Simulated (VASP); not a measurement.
# MoWSe3 (Pm-3m) in VASP: further runs

Runs on MoWSe3. Level: PBE. Tasks: single point, relaxation of cell and atoms.

Program: VASP 6.6.1. These are calculated values, not measurements. Logs are shortened: lines on timing, memory, paths and dates and some standing lists are left out, and cuts for length are marked.

### Step 1. The cell of the first run

It takes space group Pm-3m (No. 221, cubic). Conventional cell: a = 4.827 Å, b = 4.827 Å, c = 4.827 Å, α = 90.00°, β = 90.00°, γ = 90.00°. Mo (site symmetry m-3m) has 6 Se at 2.41 Å within 3.2 Å. Within 4.5 Å of W (site symmetry m-3m) lie 12 Se at 3.41 Å and 8 Mo at 4.18 Å. Se (site symmetry 4/mmm) has 2 Mo at 2.41 Å within 3.2 Å.

### Step 2. Single point, PBE

INCAR

```
SYSTEM = MoWSe3
PREC     = Accurate       ! precision mode
ENCUT    = 520            ! plane-wave cutoff, eV
EDIFF    = 1E-6           ! SCF threshold, eV
ISMEAR   = 0              ! smearing method
SIGMA    = 0.1            ! smearing width, eV
LREAL    = .False.        ! projectors in reciprocal space
LASPH    = .True.         ! aspherical terms in the spheres
NELM     = 80             ! most SCF steps
ALGO     = Normal         ! electronic algorithm
ISIF     = 2              ! what is computed and relaxed
LWAVE    = .False.        ! write WAVECAR
LCHARG   = .True.         ! write CHGCAR
GGA      = PE             ! functional
LELF     = .True.         ! ELF
LVHAR    = .True.       
NBANDS   = 31             ! bands
```

KPOINTS

```
Automatic mesh
0
Gamma
  4 4 4
  0 0 0
```

POSCAR

```
MoWSe3
1.0
    4.8269877228      0.0000000000      0.0000000000
    0.0000000000      4.8269877228      0.0000000000
    0.0000000000      0.0000000000      4.8269877228
Mo W Se
1 1 3
Direct
    0.5000000000      0.5000000000      0.5000000000
    0.0000000000      0.0000000000      0.0000000000
    0.0000000000      0.5000000000      0.5000000000
    0.5000000000      0.0000000000      0.5000000000
    0.5000000000      0.5000000000      0.0000000000
```

Potentials or basis: VASP PAW PBE potentials, release 64 (Mo_sv, W_sv, Se).

On the command line:

```console
$ cat potpaw_PBE.64/Mo_sv/POTCAR potpaw_PBE.64/W_sv/POTCAR potpaw_PBE.64/Se/POTCAR > POTCAR
$ mpirun -np 1 vasp_std > vasp.out
```

OUTCAR:

```text
SYSTEM = MoWSe3
   PREC = Accurate
   ENCUT = 520
   EDIFF = 1E-6
   ISMEAR = 0
   LREAL = .False.
   LASPH = .True.
   NELM = 80
   ISIF = 2
   GGA = PE

 ion  position               nearest neighbor table
   1  0.500  0.500  0.500-   3 2.41   4 2.41   5 2.41   5 2.41   4 2.41   3 2.41
   2  0.000  0.000  0.000-
   3  0.000  0.500  0.500-   1 2.41   1 2.41
   4  0.500  0.000  0.500-   1 2.41   1 2.41
   5  0.500  0.500  0.000-   1 2.41   1 2.41

  LATTYP: Found a simple cubic cell.
 ALAT       =     4.8269877228

  Lattice vectors:

 A1 = (   4.8269877228,   0.0000000000,   0.0000000000)
 A2 = (   0.0000000000,   4.8269877228,   0.0000000000)
 A3 = (   0.0000000000,   0.0000000000,   4.8269877228)

Analysis of symmetry for initial positions (statically):
=====================================================================
 Subroutine PRICEL returns:
 Original cell was already a primitive cell.

 Routine SETGRP: Setting up the symmetry group for a
 simple cubic supercell.

 Subroutine GETGRP returns: Found 48 space group operations
 (whereof 48 operations were pure point group operations)
 out of a pool of 48 trial point group operations.

The static configuration has the point symmetry O_h .

Analysis of symmetry for dynamics (positions and initial velocities):
=====================================================================
 Subroutine PRICEL returns:
 Original cell was already a primitive cell.

 Routine SETGRP: Setting up the symmetry group for a
 simple cubic supercell.

 Subroutine GETGRP returns: Found 48 space group operations
 (whereof 48 operations were pure point group operations)
 out of a pool of 48 trial point group operations.

The dynamic configuration has the point symmetry O_h .

 Subroutine INISYM returns: Found 48 space group operations
 (whereof 48 operations are pure point group operations),
 and found     1 'primitive' translations

----------------------------------------------------------------------------------------

                                     Primitive cell

  volume of cell :     112.4679

  direct lattice vectors                    reciprocal lattice vectors
     4.826987723  0.000000000  0.000000000     0.207168540  0.000000000  0.000000000
     0.000000000  4.826987723  0.000000000     0.000000000  0.207168540  0.000000000
     0.000000000  0.000000000  4.826987723     0.000000000  0.000000000  0.207168540

  length of vectors
     4.826987723  4.826987723  4.826987723     0.207168540  0.207168540  0.207168540

  position of ions in fractional coordinates (direct lattice)
     0.500000000  0.500000000  0.500000000
     0.000000000  0.000000000  0.000000000
     0.000000000  0.500000000  0.500000000
     0.500000000  0.000000000  0.500000000
     0.500000000  0.500000000  0.000000000

  ion indices of the primitive-cell ions
   primitive index   ion index
                 1           1
                 2           2
                 3           3
                 4           4
                 5           5

----------------------------------------------------------------------------------------

 KPOINTS: Automatic mesh

Automatic generation of k-mesh.
 Grid dimensions read from file:
 generate k-points for:    4    4    4

 Generating k-lattice:

  Cartesian coordinates                     Fractional coordinates (reciprocal lattice)
     0.051792135  0.000000000  0.000000000     0.250000000  0.000000000  0.000000000
     0.000000000  0.051792135  0.000000000     0.000000000  0.250000000  0.000000000
     0.000000000  0.000000000  0.051792135     0.000000000  0.000000000  0.250000000

  Length of vectors
     0.051792135  0.051792135  0.051792135

  Shift w.r.t. Gamma in fractional coordinates (k-lattice)
     0.000000000  0.000000000  0.000000000

 Subroutine IBZKPT returns following result:
 ===========================================

 Found     10 irreducible k-points:

 Following reciprocal coordinates:
            Coordinates               Weight
  0.000000  0.000000  0.000000      1.000000
  0.250000  0.000000  0.000000      6.000000
  0.500000  0.000000  0.000000      3.000000
  0.250000  0.250000  0.000000     12.000000
  0.500000  0.250000  0.000000     12.000000
  0.500000  0.500000  0.000000      3.000000
  0.250000  0.250000  0.250000      8.000000
  0.500000  0.250000  0.250000     12.000000
  0.500000  0.500000  0.250000      6.000000
  0.500000  0.500000  0.500000      1.000000
   k-points           NKPTS =     10   k-points in BZ     NKDIM =     10   number of bands    NBANDS=     31
   number of dos      NEDOS =    301   number of ions     NIONS =      5
   total plane-waves  NPLWV =  46656
   dimension x,y,z NGX =    36 NGY =   36 NGZ =   36
   dimension x,y,z NGXF=    72 NGYF=   72 NGZF=   72
   ions per type =               1   1   3
   NGX,Y,Z   is equivalent  to a cutoff of  12.40, 12.40, 12.40 a.u.
   NGXF,Y,Z  is equivalent  to a cutoff of  24.80, 24.80, 24.80 a.u.
 SYSTEM =  MoWSe3
   PREC   = accura    normal or accurate (medium, high low for compatibility)
   ISTART =      0    job   : 0-new  1-cont  2-samecut
   ICHARG =      2    charge: 1-file 2-atom 10-const
   ISPIN  =      1    spin polarized calculation?
   LNONCOLLINEAR =      F non collinear calculations
   LSORBIT =      F    spin-orbit coupling
   LASPH  =      T    aspherical Exc in radial PAW
   ENCUT  =  520.0 eV  38.22 Ry    6.18 a.u.   8.97  8.97  8.97*2*pi/ulx,y,z
   NELM   =     80;   NELMIN=  2; NELMDL= -5     # of ELM steps
   EDIFF  = 0.1E-05   stopping-criterion for ELM
   LREAL  =      F    real-space projection
   EDIFFG = 0.1E-04   stopping-criterion for IOM
   NSW    =      0    number of steps for IOM
   IBRION =     -1    ionic relax: 0-MD 1-quasi-New 2-CG
   NFREE  =      0    steps in history (QN), initial steepest desc. (CG)
   ISIF   =      2    stress and relaxation
   ISYM   =      2    0-nonsym 1-usesym 2-fastsym
   POTIM  = 0.5000    time-step for ionic-motion
   TEBEG  =    0.0;   TEEND  =   0.0 temperature during run
   PSTRESS=    0.0 pullay stress
   NELECT =      46.0000    total number of electrons
   NUPDOWN=      -1.0000    fix difference up-down
   EMIN   =  10.00;   EMAX   =-10.00  energy-range for DOS
   EFERMI =   0.00;   METHOD = LEGACY
   ISMEAR =     0;   SIGMA  =   0.10  broadening in eV -4-tet -1-fermi 0-gaus
   EFERMI_NEDOS =   21; number of points for ismear=-14 and -15
   IALGO  =     38    algorithm
   IMIX   =      4    mixing-type and parameters
     AMIX     =   0.40;   BMIX     =  1.00
     AMIX_MAG =   1.60;   BMIX_MAG =  1.00
  volume/ion in A,a.u.               =      22.49       151.79
  Fermi-wavevector in a.u.,A,eV,Ry     =   1.215210  2.296413 20.092196  1.476735
  Thomas-Fermi vector in A             =   2.350604
   LORBIT       =      0    0 simple, 1 ext, 2 COOP (PROOUT), +10 PAW based schemes
   GGA     = PE    functional components
   LHFCALC =     F    Hartree Fock is set to
   AEXX    =    0.0000 exact exchange contribution
   IVDW    =     0    specifies the selected vdW correction
   LEPSILON=     F    determine dielectric tensor
   LRPA    =     F    only Hartree local field effects (RPA)
 non-spin polarized calculation
 Gauss-broadening in eV      SIGMA  =   0.10
  energy-cutoff  :      520.00
  volume of cell :      112.47
 maximum number of plane-waves:      3050
 NGX is ok and might be reduce to    36
   NGX = 17   NGY = 17   NGZ = 17

 number of electron      45.9999993 magnetization

 Free energy of the ion-electron system (eV)
  ---------------------------------------------------
  ext. energy  EPLUGINS =         0.00000000
  ---------------------------------------------------
  free energy    TOTEN  =       -27.45744310 eV

  energy without entropy =      -27.40946557  energy(sigma->0) =      -27.43345434

 E-fermi :   5.8438     XC(G=0): -10.5018

 val. band max:        5.8228328443   @ k =   0.5000   0.2500   0.2500
 cond. band min:       5.8562228941   @ k =   0.5000   0.5000   0.2500
 fundamental gap:      0.0333900498
 Fermi energy:         5.8438323845

 k-point     1 :       0.0000    0.0000    0.0000
  band No.  band energies     occupation
      1     -68.8822      2.00000
      2     -55.5103      2.00000
      3     -32.9868      2.00000
      4     -32.9868      2.00000
      5     -32.9868      2.00000
      6     -29.7176      2.00000
[... 23 lines left out ...]
     30       6.6285      0.00000
     31       6.6285      0.00000

 k-point     2 :       0.2500    0.0000    0.0000
  band No.  band energies     occupation
      1     -68.8822      2.00000
      2     -55.5104      2.00000
      3     -32.9872      2.00000
      4     -32.9868      2.00000
      5     -32.9868      2.00000
      6     -29.7197      2.00000
[... 23 lines left out ...]
     30       6.6938      0.00000
     31       8.0354      0.00000

 k-point     3 :       0.5000    0.0000    0.0000
  band No.  band energies     occupation
      1     -68.8822      2.00000
      2     -55.5106      2.00000
      3     -32.9877      2.00000
      4     -32.9868      2.00000
      5     -32.9868      2.00000
      6     -29.7217      2.00000
[... 23 lines left out ...]
     30       8.0571      0.00000
     31       8.0705      0.00000

 k-point     4 :       0.2500    0.2500    0.0000
  band No.  band energies     occupation
      1     -68.8822      2.00000
      2     -55.5106      2.00000
      3     -32.9872      2.00000
      4     -32.9872      2.00000
      5     -32.9868      2.00000
      6     -29.7194      2.00000
[... 23 lines left out ...]
     30       7.7548      0.00000
     31       9.4468      0.00000

 k-point     5 :       0.5000    0.2500    0.0000
  band No.  band energies     occupation
      1     -68.8822      2.00000
      2     -55.5107      2.00000
      3     -32.9876      2.00000
      4     -32.9872      2.00000
      5     -32.9867      2.00000
      6     -29.7214      2.00000
[... 23 lines left out ...]
     30       8.4897      0.00000
     31       9.7426      0.00000

 k-point     6 :       0.5000    0.5000    0.0000
  band No.  band energies     occupation
      1     -68.8823      2.00000
      2     -55.5108      2.00000
      3     -32.9876      2.00000
      4     -32.9876      2.00000
      5     -32.9867      2.00000
      6     -29.7212      2.00000
[... 23 lines left out ...]
     30       8.9661      0.00000
     31       9.5472      0.00000

 k-point     7 :       0.2500    0.2500    0.2500
  band No.  band energies     occupation
      1     -68.8822      2.00000
      2     -55.5107      2.00000
      3     -32.9872      2.00000
      4     -32.9872      2.00000
      5     -32.9872      2.00000
      6     -29.7192      2.00000
[... 23 lines left out ...]
     30       9.4529      0.00000
     31       9.4529      0.00000

 k-point     8 :       0.5000    0.2500    0.2500
  band No.  band energies     occupation
      1     -68.8823      2.00000
      2     -55.5108      2.00000
      3     -32.9876      2.00000
      4     -32.9871      2.00000
      5     -32.9871      2.00000
      6     -29.7212      2.00000
[... 23 lines left out ...]
     30       9.3726      0.00000
     31      10.4393      0.00000

 k-point     9 :       0.5000    0.5000    0.2500
  band No.  band energies     occupation
      1     -68.8822      2.00000
      2     -55.5109      2.00000
      3     -32.9875      2.00000
      4     -32.9875      2.00000
      5     -32.9871      2.00000
      6     -29.7209      2.00000
[... 23 lines left out ...]
     30       9.7245      0.00000
     31      12.3196      0.00000

 k-point    10 :       0.5000    0.5000    0.5000
  band No.  band energies     occupation
      1     -68.8822      2.00000
      2     -55.5110      2.00000
      3     -32.9875      2.00000
      4     -32.9875      2.00000
      5     -32.9875      2.00000
      6     -29.7206      2.00000
[... 23 lines left out ...]
     30      12.5689      0.00000
     31      12.5689      0.00000

------------------------ aborting loop because EDIFF is reached ----------------------------------------

  FORCE on cell =-STRESS in cart. coord.  units (eV):
  Direction    XX          YY          ZZ          XY          YZ          ZX
  --------------------------------------------------------------------------------------
  -------------------------------------------------------------------------------------
  Total       -0.0756444     -0.0756444     -0.0756444      0.0000000      0.0000000     -0.0000000
  in kB       -1.0776024     -1.0776024     -1.0776024      0.0000000      0.0000000     -0.0000000
  external PRESSURE =      -1.0776024 kB  Pullay stress =       0.0000000 kB

 VOLUME and BASIS-vectors are now :
 -----------------------------------------------------------------------------
  energy-cutoff  :      520.00
  volume of cell :      112.47
      direct lattice vectors                 reciprocal lattice vectors
     4.826987723  0.000000000  0.000000000     0.207168540  0.000000000  0.000000000
     0.000000000  4.826987723  0.000000000     0.000000000  0.207168540  0.000000000
     0.000000000  0.000000000  4.826987723     0.000000000  0.000000000  0.207168540

 POSITION                                       TOTAL-FORCE (eV/Angst)
 -----------------------------------------------------------------------------------
      2.41349      2.41349      2.41349         0.000000      0.000000      0.000000
      0.00000      0.00000      0.00000         0.000000      0.000000      0.000000
      0.00000      2.41349      2.41349         0.000000      0.000000      0.000000
      2.41349      0.00000      2.41349         0.000000      0.000000      0.000000
      2.41349      2.41349      0.00000         0.000000      0.000000      0.000000
 -----------------------------------------------------------------------------------
    total drift:                                0.000000      0.000000      0.000000

  FREE ENERGIE OF THE ION-ELECTRON SYSTEM (eV)
  ---------------------------------------------------
  free  energy   TOTEN  =       -27.4574431048 eV

  energy  without entropy=      -27.4094655657  energy(sigma->0) =      -27.43345434
```

Wall time 35 s (1 thread of Intel Xeon Platinum 8559C (Emerald Rapids), shared host); peak memory 0.22 GiB.

Results:

```
Free energy            : -27.4574 eV
Pressure               : -0.1 GPa
Band gap on the k mesh : zero (band 23 reaches 5.96 eV, above the bottom of band 24 at 5.01 eV)
```

Caveat: spin-orbit coupling is left out, which moves the levels of the heavy elements.

### Step 3. Relaxation of cell and atoms, PBE

This run uses another cell than the first one, of 20.69 Å³/atom, 0.920 times its volume.

INCAR

```
SYSTEM = MoWSe3
  PREC = Accurate
  ENCUT = 600
  EDIFF = 1E-6
  ISMEAR = 0
  SIGMA = 0.1
  LREAL = .FALSE.
  LASPH = .TRUE.
  NELM = 60
  ALGO = Normal
  ISIF = 3
  LWAVE = .FALSE.
  LCHARG = .FALSE.
  GGA = PE
  IBRION = 2
  NSW = 90
  EDIFFG = -0.04
```

KPOINTS

```
Automatic mesh
0
G
  4 4 4
  0 0 0
```

POSCAR: that of step 2 with these lines changed.

```diff
@@ -2,5 +2,5 @@
 1.0
-    4.8269877228      0.0000000000      0.0000000000
-    0.0000000000      4.8269877228      0.0000000000
-    0.0000000000      0.0000000000      4.8269877228
+    4.6941052524      0.0000000000      0.0000000000
+    0.0000000000      4.6941052524      0.0000000000
+    0.0000000000      0.0000000000      4.6941052524
 Mo W Se
```

Potentials or basis: VASP PAW PBE potentials, release 64 (Mo_sv, W_sv, Se).

On the command line:

```console
$ cat potpaw_PBE.64/Mo_sv/POTCAR potpaw_PBE.64/W_sv/POTCAR potpaw_PBE.64/Se/POTCAR > POTCAR
$ mpirun -np 1 vasp_std > vasp.out
```

Wall time 99 s (1 thread of Intel Xeon Platinum 8559C (Emerald Rapids), shared host); peak memory 0.27 GiB.

The run converged. Its results:

```
Free energy                            : -27.4543 eV
Relaxed volume                         : 22.49 Å³/atom
Relaxed cell                           : a = 4.827 Å, b = 4.827 Å, c = 4.827 Å, α = 90.00°, β = 90.00°, γ = 90.00°
Space group after relaxing (to 0.05 Å) : Pm-3m (No. 221)
Energy gained by relaxing              : 48.1 meV/atom
Ionic steps                            : 3
Pressure after relaxing                : -0.1 GPa
Band gap on the k mesh                 : zero (band 23 reaches 5.96 eV, above the bottom of band 24 at 5.01 eV)
```

Step by step:
```csv
step,energy change (eV),largest force (eV/Å),pressure (GPa),volume (Å³)
1,0.0000,0.0000,9.35,103.43
2,-0.0086,0.0000,-6.66,122.58
3,-0.2403,0.0000,-0.09,112.46
```

Final structure:
```xyz
5
Lattice="4.8269 0.0000 0.0000 0.0000 4.8269 0.0000 0.0000 0.0000 4.8269" Properties=species:S:1:pos:R:3 pbc="T T T"
Mo    2.4134    2.4134    2.4134
W     0.0000    0.0000    0.0000
Se    0.0000    2.4134    2.4134
Se    2.4134    0.0000    2.4134
Se    2.4134    2.4134    0.0000
```

Levels at points of the mesh, in eV from the Fermi level:
```csv
k point,band 21,band 22,band 23,band 24,band 25,band 26
"(0.00, 0.00, 0.00)",-1.20,-0.83,-0.83,-0.83,-0.75,-0.75
"(0.50, 0.00, 0.00)",-1.44,-0.30,-0.03,1.06,1.08,1.17
"(0.50, 0.50, 0.00)",-0.31,-0.06,0.02,0.08,0.08,1.09
"(0.50, 0.50, 0.50)",-0.09,-0.09,-0.09,-0.09,0.11,0.95
```

Caveat: spin-orbit coupling is left out, which moves the levels of the heavy elements.
